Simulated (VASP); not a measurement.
Wanted: the native input for a VASP 6.6.1 run.

- Task: single point
- Functional: PBEsol
- Potentials or basis: VASP PAW PBE potentials, release 64 (Mo_sv, S)
- Cutoff: 520 eV
- k mesh: 17 × 17 × 3
- Occupations: gaussian, width 0.15 eV
- Spin: no spin polarisation
- Dipole correction: no
- Further INCAR settings: ALGO = Normal; EDIFF = 1e-07; NBANDS = 49

The structure of MoS2 lies in POSCAR:

```
MoS2
1.0
   -1.5602034497     -2.7023516451      0.0000000000
    1.5602034497     -2.7023516451      0.0000000000
    0.0000000000      0.0000000000     19.2580752127
Mo S
3 6
Direct
    0.3333333333      0.3333333333      0.1580280897
    0.6666666667      0.6666666667      0.4740526666
    0.0000000000      1.0000000000      0.7900772435
    1.0000000000      1.0000000000      0.5571892366
    0.3333333333      0.3333333333      0.8732138135
    0.6666666667      0.6666666667      0.2411646597
    1.0000000000      1.0000000000      0.0748915196
    0.3333333333      0.3333333333      0.3909160965
    0.6666666667      0.6666666667      0.7069406734
```

This cell differs from its parent crystal: the distance across one plane changed.

These files were run (other wordings do the same):

INCAR

```
  PREC = Accurate
  ENCUT = 520
  EDIFF = 1E-7
  ISMEAR = 0
  SIGMA = 0.15
  LREAL = F
  LASPH = T
  NELM = 80
  ALGO = Normal
  ISIF = 2
  LWAVE = F
  LCHARG = F
  GGA = PS
  NBANDS = 49
```

KPOINTS

```
Automatic mesh
0
Gamma
  17 17 3
```

Potentials or basis: VASP PAW PBE potentials, release 64 (Mo_sv, S).

Command:

```sh
$ cat potpaw_PBE.64/Mo_sv/POTCAR potpaw_PBE.64/S/POTCAR > POTCAR
$ mpirun -np 1 vasp_std > vasp.out
```

It gave:

```
Pressure               : -0.1 GPa
Largest force          : 0.041 eV/Å
Band gap on the k mesh : zero (bands 39 and 40 overlap by 0.53 eV)
```

Caveat: the cell differs from its parent crystal (the distance across one plane changed); the PAW data sets were made with another functional, which shifts forces and pressure a little; this functional lacks dispersion, which binds the layers, so the pressure and a relaxed spacing across them are unreliable.

It took 13 min on 1 thread of Intel(R) Xeon(R) Platinum 8488C (Sapphire Rapids), on a shared host, peak memory 0.61 GiB.
